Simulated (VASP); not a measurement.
Input of a VASP 6.6.1 run:

Contents of INCAR:

```
PREC     = Accurate       # precision mode
ENCUT    = 520            # plane-wave cutoff, eV
EDIFF    = 1E-6           # SCF threshold, eV
ISMEAR   = -1             # smearing method
SIGMA    = 0.1            # smearing width, eV
LREAL    = False          # projectors in reciprocal space
LASPH    = True           # aspherical terms in the spheres
NELM     = 100            # most SCF steps
ALGO     = Normal         # electronic algorithm
ISIF     = 2              # what is computed and relaxed
LWAVE    = False          # write WAVECAR
LCHARG   = True           # write CHGCAR
GGA      = PS             # functional
LELF     = True           # ELF
LVHAR    = True         
NBANDS   = 8              # bands
```

File KPOINTS:

```
Automatic mesh
0
Gamma
  12 12 12
```

POSCAR

```
Si
1.0
    2.5107825018      0.0000000000      0.0000000000
    0.0000000000      2.5107825018      0.0000000000
    0.0000000000      0.0000000000      2.5107825018
Si
1
Direct
    0.0000000000      0.0000000000      0.0000000000
```

Potentials or basis: VASP PAW PBE potentials, release 64 (Si).

The run is started by

```sh
$ cat potpaw_PBE.64/Si/POTCAR > POTCAR
$ mpirun -np 1 vasp_std > vasp.out
```

(1) Estimate the band gap on the k mesh.

(2) What does it give for the pressure?

Results:

(1) zero (band 2 reaches 15.96 eV, above the bottom of band 3 at 5.56 eV).

(2) 0.2 GPa.

Caveat: the PAW data sets were made with another functional, which shifts forces and pressure a little.
